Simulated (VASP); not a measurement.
Crystal: SnSe2.

```
CELL_PARAMETERS angstrom
3.11178 0.00000 0.00000
-1.55589 2.69488 0.00000
0.00000 0.00000 6.19285
ATOMIC_POSITIONS crystal
Sn 0.00000 0.00000 0.50000
Se 0.33333 0.66667 0.25433
Se 0.33333 0.66667 0.74567
```

```yaml
Program: VASP 6.6.1
Task: relaxation of cell and atoms
Functional: PBE
Dispersion: D3(BJ)
Potentials_or_basis: VASP PAW PBE potentials, release 64 (Sn_d, Se)
Cutoff: 600 eV
k_mesh: 6 × 6 × 4
Occupations: gaussian, width 0.1 eV
Spin: no spin polarisation
```

At the start: pressure 85.7 GPa; volume 17.31 Å³/atom.

How do energy, volume and symmetry change on relaxing?

Over 22 steps the energy falls by 2051.0 meV/atom and the volume is 29.52 Å³/atom (+70.5 %); space group P-6m2 (No. 187, to 0.1 Å) before and after.

The path:
| step | energy change (eV) | largest force (eV/Å) | pressure (GPa) | volume (Å³) |
| --- | --- | --- | --- | --- |
| 1 | 0.0000 | 8.8067 | 85.69 | 51.93 |
| 2 | -1.2090 | 0.4748 | -7.22 | 157.18 |
| 3 | -2.5644 | 0.7906 | -8.58 | 131.91 |
| 4 | -3.7071 | 0.8140 | -8.69 | 113.10 |
| 5 | -5.3314 | 0.5640 | -1.72 | 78.60 |
| 6 | -5.3297 | 0.1715 | 3.75 | 72.57 |
| 7 | -5.3583 | 0.4001 | 0.48 | 75.77 |
| 8 | -5.3583 | 0.3674 | 0.95 | 75.24 |
| 9 | -5.5396 | 0.4055 | 0.76 | 76.60 |
| 10 | -5.9225 | 0.7283 | 2.17 | 79.83 |
| 11 | -6.0073 | 0.4944 | -1.73 | 86.97 |
| 12 | -6.0081 | 0.4709 | -2.04 | 87.70 |
| 13 | -6.0801 | 0.4745 | -1.89 | 89.11 |
| 14 | -5.9069 | 2.4311 | 1.46 | 92.63 |
| 15 | -6.1140 | 0.3953 | -1.68 | 89.85 |
| 16 | -6.1337 | 0.4477 | -0.79 | 91.34 |
| 17 | -6.1424 | 0.0543 | -1.32 | 90.66 |
| 18 | -6.1439 | 0.0388 | -1.22 | 90.81 |
| 19 | -6.1523 | 0.0824 | 0.07 | 88.22 |
| 20 | -6.1525 | 0.0666 | -0.08 | 88.54 |
| 21 | -6.1525 | 0.0639 | -0.12 | 88.58 |
| 22 | -6.1530 | 0.0013 | -0.03 | 88.57 |

Final structure:
```
Sn Se
1.0
     4.21243    0.00000    0.00000
    -2.10621    3.64807    0.00000
     0.00000    0.00000    5.76350
Sn Se
1 2
Direct
  0.00000 0.00000 0.50000
  0.33333 0.66667 0.21282
  0.33333 0.66667 0.78718
```

Caveat: the volume moved by over 15 % at a fixed basis, so the end points are rough.
